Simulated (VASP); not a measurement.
# Ca (P6_3/mmc) in VASP: further runs

The runs below take Ca through single point, with PBEsol.

Everything below comes from runs of VASP 6.6.1. Logs are shortened: lines on timing, memory, paths and dates and some standing lists are left out, and cuts for length are marked.

## (1) The cell of the first run

The structure is hexagonal, space group P6_3/mmc (No. 194). Conventional cell: a = 4.202 Å, b = 4.202 Å, c = 5.851 Å, α = 90.00°, β = 90.00°, γ = 120.00°. Within 5.0 Å of Ca (site symmetry -6m2) lie 12 Ca at 3.80 to 4.20 Å.

## (2) Single point, PBEsol

Input file INCAR:

```
  ALGO = Fast
  EDIFF = 1E-6
  ENCUT = 520
  GGA = PS
  ISIF = 2
  ISMEAR = 0
  LASPH = T
  LCHARG = F
  LREAL = F
  LWAVE = F
  NBANDS = 17
  NELM = 80
  PREC = Accurate
  SIGMA = 0.15
```

Input file KPOINTS:

```
k-points
0
Gamma
  18 18 8
```

Input file POSCAR:

```
Ca
1.0
    4.2015549180      0.0000000000      0.0000000000
   -2.1007774590      3.6386532944      0.0000000000
    0.0000000000      0.0000000000      5.8505075779
Ca
2
Direct
    0.3333333333      0.6666666667      0.2500000000
    0.6666666667      0.3333333333      0.7500000000
```

Potentials or basis: VASP PAW PBE potentials, release 64 (Ca_sv).

Run with:

```
$ cat potpaw_PBE.64/Ca_sv/POTCAR > POTCAR
$ mpirun -np 1 vasp_std > vasp.out
```

OUTCAR:

```text
EDIFF = 1E-6
   ENCUT = 520
   GGA = PS
   ISIF = 2
   ISMEAR = 0
   LASPH = T
   LREAL = F
   NELM = 80
   PREC = Accurate

 ion  position               nearest neighbor table
   1  0.333  0.667  0.250-
   2  0.667  0.333  0.750-

  LATTYP: Found a hexagonal cell.
 ALAT       =     4.2015549180
 C/A-ratio  =     1.3924624793

  Lattice vectors:

 A1 = (   4.2015549180,   0.0000000000,   0.0000000000)
 A2 = (  -2.1007774590,   3.6386532944,   0.0000000000)
 A3 = (   0.0000000000,   0.0000000000,   5.8505075779)

Analysis of symmetry for initial positions (statically):
=====================================================================
 Subroutine PRICEL returns:
 Original cell was already a primitive cell.

 Routine SETGRP: Setting up the symmetry group for a
 hexagonal supercell.

 Subroutine GETGRP returns: Found 24 space group operations
 (whereof 12 operations were pure point group operations)
 out of a pool of 24 trial point group operations.

The static configuration has the point symmetry D_3d.
 The point group associated with its full space group is D_6h.

Analysis of symmetry for dynamics (positions and initial velocities):
=====================================================================
 Subroutine PRICEL returns:
 Original cell was already a primitive cell.

 Routine SETGRP: Setting up the symmetry group for a
 hexagonal supercell.

 Subroutine GETGRP returns: Found 24 space group operations
 (whereof 12 operations were pure point group operations)
 out of a pool of 24 trial point group operations.

The dynamic configuration has the point symmetry D_3d.
 The point group associated with its full space group is D_6h.

 Subroutine INISYM returns: Found 24 space group operations
 (whereof 12 operations are pure point group operations),
 and found     1 'primitive' translations

----------------------------------------------------------------------------------------

                                     Primitive cell

  volume of cell :      89.4426

  direct lattice vectors                    reciprocal lattice vectors
     4.201554918  0.000000000  0.000000000     0.238007123  0.137413477  0.000000000
    -2.100777459  3.638653294  0.000000000     0.000000000  0.274826954  0.000000000
     0.000000000  0.000000000  5.850507578     0.000000000  0.000000000  0.170925341

  length of vectors
[... 81 lines left out ...]
   NELM   =     80;   NELMIN=  2; NELMDL= -5     # of ELM steps
   EDIFF  = 0.1E-05   stopping-criterion for ELM
   LREAL  =      F    real-space projection
   EDIFFG = 0.1E-04   stopping-criterion for IOM
   NSW    =      0    number of steps for IOM
   IBRION =     -1    ionic relax: 0-MD 1-quasi-New 2-CG
   NFREE  =      0    steps in history (QN), initial steepest desc. (CG)
   ISIF   =      2    stress and relaxation
   ISYM   =      2    0-nonsym 1-usesym 2-fastsym
   POTIM  = 0.5000    time-step for ionic-motion
   TEBEG  =    0.0;   TEEND  =   0.0 temperature during run
   PSTRESS=    0.0 pullay stress
   NELECT =      20.0000    total number of electrons
   NUPDOWN=      -1.0000    fix difference up-down
   EMIN   =  10.00;   EMAX   =-10.00  energy-range for DOS
   EFERMI =   0.00;   METHOD = LEGACY
   ISMEAR =     0;   SIGMA  =   0.15  broadening in eV -4-tet -1-fermi 0-gaus
   EFERMI_NEDOS =   21; number of points for ismear=-14 and -15
   IALGO  =     68    algorithm
   IMIX   =      4    mixing-type and parameters
     AMIX     =   0.40;   BMIX     =  1.00
     AMIX_MAG =   1.60;   BMIX_MAG =  1.00
  volume/ion in A,a.u.               =      44.72       301.79
  Fermi-wavevector in a.u.,A,eV,Ry     =   0.993658  1.877741 13.433785  0.987355
  Thomas-Fermi vector in A             =   2.125555
   LORBIT       =      0    0 simple, 1 ext, 2 COOP (PROOUT), +10 PAW based schemes
   GGA     = PS    functional components
   LHFCALC =     F    Hartree Fock is set to
   AEXX    =    0.0000 exact exchange contribution
   IVDW    =     0    specifies the selected vdW correction
   LEPSILON=     F    determine dielectric tensor
   LRPA    =     F    only Hartree local field effects (RPA)
 non-spin polarized calculation
 RMM-DIIS sequential band-by-band and
 Gauss-broadening in eV      SIGMA  =   0.15
  energy-cutoff  :      520.00
  volume of cell :       89.44
 maximum number of plane-waves:      2439
 NGX is ok and might be reduce to    32

 number of electron      20.0000004 magnetization

 Free energy of the ion-electron system (eV)
  ---------------------------------------------------
  ext. energy  EPLUGINS =         0.00000000
  ---------------------------------------------------
  free energy    TOTEN  =        -4.12699185 eV

  energy without entropy =       -4.09552191  energy(sigma->0) =       -4.11125688

 E-fermi :   1.6945     XC(G=0):  -7.6222

 val. band max:        1.6837549184   @ k =   0.2778   0.2222   0.1250
 cond. band min:       1.6951146738   @ k =   0.4444   0.0556   0.3750
 fundamental gap:      0.0113597554
 Fermi energy:         1.6945073672

 k-point     1 :       0.0000    0.0000    0.0000
  band No.  band energies     occupation
      1     -40.3128      2.00000
      2     -40.2928      2.00000
      3     -21.4615      2.00000
      4     -21.3463      2.00000
      5     -21.3463      2.00000
      6     -21.3099      2.00000
[... 457 lines left out ...]
      4     -21.3913      2.00000
      5     -21.3683      2.00000
      6     -21.3580      2.00000
[... 9 lines left out ...]
     16       5.2148      0.00000
     17       5.3373      0.00000

 [... further k-points ...]

------------------------ aborting loop because EDIFF is reached ----------------------------------------

  FORCE on cell =-STRESS in cart. coord.  units (eV):
  Direction    XX          YY          ZZ          XY          YZ          ZX
  --------------------------------------------------------------------------------------
  -------------------------------------------------------------------------------------
  Total       -1.2629781     -1.2629781      0.6173144      0.0000000     -0.0000000      0.0000000
  in kB      -22.6236219    -22.6236219     11.0579012      0.0000000     -0.0000000      0.0000000
  external PRESSURE =     -11.3964475 kB  Pullay stress =       0.0000000 kB

 VOLUME and BASIS-vectors are now :
 -----------------------------------------------------------------------------
  energy-cutoff  :      520.00
  volume of cell :       89.44
      direct lattice vectors                 reciprocal lattice vectors
     4.201554918  0.000000000  0.000000000     0.238007123  0.137413477  0.000000000
    -2.100777459  3.638653294  0.000000000     0.000000000  0.274826954  0.000000000
     0.000000000  0.000000000  5.850507578     0.000000000  0.000000000  0.170925341

 POSITION                                       TOTAL-FORCE (eV/Angst)
 -----------------------------------------------------------------------------------
     -0.00000      2.42577      1.46263         0.000000     -0.000000      0.000000
      2.10078      1.21288      4.38788        -0.000000      0.000000      0.000000
 -----------------------------------------------------------------------------------
    total drift:                                0.000000     -0.000000      0.000000

  FREE ENERGIE OF THE ION-ELECTRON SYSTEM (eV)
  ---------------------------------------------------
  free  energy   TOTEN  =        -4.1269918461 eV

  energy  without entropy=       -4.0955219150  energy(sigma->0) =       -4.11125688
```

OSZICAR:

```text
N       E                     dE             d eps       ncg     rms          rms(c)
DAV:   1     0.168449680264E+03    0.16845E+03   -0.99701E+03  6298   0.105E+03
DAV:   2     0.495539961216E+01   -0.16349E+03   -0.16155E+03  7170   0.311E+02
DAV:   3    -0.382957003906E+01   -0.87850E+01   -0.87283E+01 12217   0.526E+01
DAV:   4    -0.412170628389E+01   -0.29214E+00   -0.29161E+00  7914   0.102E+01
DAV:   5    -0.413668380816E+01   -0.14978E-01   -0.14968E-01 10684   0.150E+00    0.320E+00
RMM:   6    -0.412935067725E+01    0.73331E-02   -0.13830E-02  6726   0.130E+00    0.197E+00
RMM:   7    -0.412671759343E+01    0.26331E-02   -0.41900E-02  7149   0.244E+00    0.138E-01
RMM:   8    -0.412672487529E+01   -0.72819E-05   -0.87465E-03  8126   0.848E-01    0.362E-02
RMM:   9    -0.412690988070E+01   -0.18501E-03   -0.27014E-03  9675   0.401E-01    0.493E-02
RMM:  10    -0.412697341623E+01   -0.63536E-04   -0.44351E-04  9790   0.160E-01    0.695E-02
RMM:  11    -0.412697917913E+01   -0.57629E-05   -0.30835E-04  9763   0.135E-01    0.216E-02
RMM:  12    -0.412698753551E+01   -0.83564E-05   -0.95396E-05  9919   0.603E-02    0.215E-02
RMM:  13    -0.412699037898E+01   -0.28435E-05   -0.29247E-05  8454   0.233E-02    0.197E-02
RMM:  14    -0.412699251945E+01   -0.21405E-05   -0.11029E-05  8907   0.311E-02    0.626E-03
RMM:  15    -0.412699138818E+01    0.11313E-05   -0.47501E-06  6974   0.890E-03    0.311E-03
RMM:  16    -0.412699184614E+01   -0.45796E-06   -0.10441E-06  6337   0.422E-03
   1 F= -.41269918E+01 E0= -.41112569E+01  d E =-.314699E-01
```

stdout:

```text
POSCAR found type information on POSCAR Ca
 POSCAR found :  1 types and       2 ions
 scaLAPACK will be used
 -----------------------------------------------------------------------------
|                                                                             |
|                                                                             |
|     You enforced a specific xc type in the INCAR file but a different       |
|     I HOPE YOU KNOW WHAT YOU ARE DOING!                                     |
|                                                                             |
 -----------------------------------------------------------------------------

 LDA part: xc-table for (Slater+PW92), standard interpolation
 POSCAR, INCAR and KPOINTS ok, starting setup
 FFT: planning ... GRIDC
 FFT: planning ... GRID_SOFT
 FFT: planning ... GRID
 WAVECAR not read
 entering main loop
WARNING in EDDRMM: call to ZHEGV failed, returncode =   8  4     16
WARNING in EDDRMM: call to ZHEGV failed, returncode =   8  4     15
WARNING in EDDRMM: call to ZHEGV failed, returncode =   6  3     14
```

It took 7 min on 1 thread of Intel Xeon 8259CL, shared host; peak memory 0.39 GiB.

What came out:

| Property | Result |
| --- | --- |
| Free energy | -4.1270 eV |
| Pressure | -1.1 GPa |
| Band gap on the k mesh | zero (band 10 reaches 1.83 eV, above the bottom of band 11 at 1.32 eV) |

Levels at points of the mesh, in eV from the Fermi level:
```
           k point  band 7  band 8  band 9  band 10  band 11  band 12  band 13  band 14
(0.00, 0.00, 0.00)  -23.00  -23.00   -3.95    -0.57     0.53     2.03     2.03     2.43
(0.50, 0.00, 0.00)  -23.04  -23.01   -1.39    -0.92     0.29     0.42     1.63     1.73
(0.00, 0.00, 0.50)  -23.02  -23.02   -2.74    -2.74     1.85     1.85     1.88     1.88
(0.50, 0.00, 0.50)  -23.02  -23.02   -0.70    -0.70    -0.02    -0.02     1.65     1.65
```

Caveat: the PAW data sets were made with another functional, which shifts forces and pressure a little.

## (3) Single point, PBEsol

This run uses another cell than the first one, of the same volume but with other edges.

Input file INCAR:

```
SYSTEM = Ca
PREC = Accurate ; ENCUT = 520
EDIFF = 1E-6 ; ISMEAR = 0
SIGMA = 0.15 ; LREAL = .FALSE.
LASPH = .TRUE. ; NELM = 60
ALGO = Fast ; ISIF = 2
LWAVE = .FALSE. ; LCHARG = .TRUE.
GGA = PS ; LELF = .TRUE.
LVHAR = .TRUE. ; NBANDS = 17
```

Input file KPOINTS:

```
regular mesh
0
G
  18 18 8
  0 0 0
```

Input file POSCAR:

```
Ca
1.0
    3.7453229438      0.0000000000      0.0000000000
   -1.8726614719      3.2435448147      0.0000000000
    0.0000000000      0.0000000000      7.3626658900
Ca
2
Direct
    0.3333333333      0.6666666667      0.2500000000
    0.6666666667      0.3333333333      0.7500000000
```

Potentials or basis: VASP PAW PBE potentials, release 64 (Ca_sv).

Run with:

```
$ cat potpaw_PBE.64/Ca_sv/POTCAR > POTCAR
$ mpirun -np 1 vasp_std > vasp.out
```

OUTCAR:

```text
SYSTEM = Ca
   PREC = Accurate
   ENCUT = 520
   EDIFF = 1E-6
   ISMEAR = 0
   LREAL = .FALSE.
   LASPH = .TRUE.
   NELM = 60
   ISIF = 2
   GGA = PS

 ion  position               nearest neighbor table
   1  0.333  0.667  0.250-
   2  0.667  0.333  0.750-

  LATTYP: Found a hexagonal cell.
 ALAT       =     3.7453229438
 C/A-ratio  =     1.9658293825

  Lattice vectors:

 A1 = (   3.7453229438,   0.0000000000,   0.0000000000)
[... 669 lines left out ...]

------------------------ aborting loop because EDIFF is reached ----------------------------------------

  FORCE on cell =-STRESS in cart. coord.  units (eV):
  Direction    XX          YY          ZZ          XY          YZ          ZX
  --------------------------------------------------------------------------------------
  -------------------------------------------------------------------------------------
  Total        0.5070943      0.5070943     -2.6026075     -0.0000000      0.0000000      0.0000000
  in kB        9.0835389      9.0835389    -46.6202927     -0.0000000      0.0000000      0.0000000
  external PRESSURE =      -9.4844050 kB  Pullay stress =       0.0000000 kB

 VOLUME and BASIS-vectors are now :
 -----------------------------------------------------------------------------
  energy-cutoff  :      520.00
  volume of cell :       89.44
      direct lattice vectors                 reciprocal lattice vectors
     3.745322944  0.000000000  0.000000000     0.266999673  0.154152333  0.000000000
    -1.872661472  3.243544815  0.000000000     0.000000000  0.308304666  0.000000000
     0.000000000  0.000000000  7.362665890     0.000000000  0.000000000  0.135820369

 POSITION                                       TOTAL-FORCE (eV/Angst)
 -----------------------------------------------------------------------------------
     -0.00000      2.16236      1.84067         0.000000      0.000000      0.000000
      1.87266      1.08118      5.52200        -0.000000     -0.000000      0.000000
 -----------------------------------------------------------------------------------
    total drift:                               -0.000000      0.000000     -0.000000

  FREE ENERGIE OF THE ION-ELECTRON SYSTEM (eV)
  ---------------------------------------------------
  free  energy   TOTEN  =        -4.0552109897 eV

  energy  without entropy=       -4.0338514707  energy(sigma->0) =       -4.04453123
```

stdout:

```text
POSCAR found type information on POSCAR Ca
 POSCAR found :  1 types and       2 ions
 scaLAPACK will be used
 -----------------------------------------------------------------------------
|                                                                             |
|                                                                             |
|     You enforced a specific xc type in the INCAR file but a different       |
|     I HOPE YOU KNOW WHAT YOU ARE DOING!                                     |
|                                                                             |
 -----------------------------------------------------------------------------

 LDA part: xc-table for (Slater+PW92), standard interpolation
 POSCAR, INCAR and KPOINTS ok, starting setup
 FFT: planning ... GRIDC
 FFT: planning ... GRID_SOFT
 FFT: planning ... GRID
 WAVECAR not read
 entering main loop
WARNING in EDDRMM: call to ZHEGV failed, returncode =   8  4     10
WARNING in EDDRMM: call to ZHEGV failed, returncode =   8  4     12
WARNING in EDDRMM: call to ZHEGV failed, returncode =   8  4     11
WARNING in EDDRMM: call to ZHEGV failed, returncode =   8  4     14
```

It took 5.6 min on 1 thread of Intel Xeon 8259CL, shared host; peak memory 0.37 GiB.

What came out:

* Free energy: -4.0552 eV
* Pressure: -0.9 GPa
* Band gap on the k mesh: zero (band 10 reaches 2.05 eV, above the bottom of band 11 at 0.91 eV)

Levels at points of the mesh, in eV from the Fermi level:
| k point | band 6 | band 7 | band 8 | band 9 | band 10 | band 11 | band 12 | band 13 | band 14 | band 15 |
| --- | --- | --- | --- | --- | --- | --- | --- | --- | --- | --- |
| (0.00, 0.00, 0.00) | -22.97 | -22.96 | -22.96 | -3.94 | -1.70 | -0.77 | 1.48 | 2.33 | 2.33 | 2.46 |
| (0.50, 0.00, 0.00) | -23.01 | -23.00 | -22.99 | -0.80 | -0.43 | 0.23 | 0.41 | 1.14 | 1.37 | 2.67 |
| (0.00, 0.00, 0.50) | -22.97 | -22.97 | -22.97 | -3.20 | -3.20 | 0.73 | 0.73 | 2.37 | 2.37 | 2.37 |
| (0.50, 0.00, 0.50) | -23.00 | -23.00 | -23.00 | -0.55 | -0.55 | 0.25 | 0.25 | 1.19 | 1.19 | 3.11 |

Caveat: the PAW data sets were made with another functional, which shifts forces and pressure a little.

(Continued in part 2 of 3.)
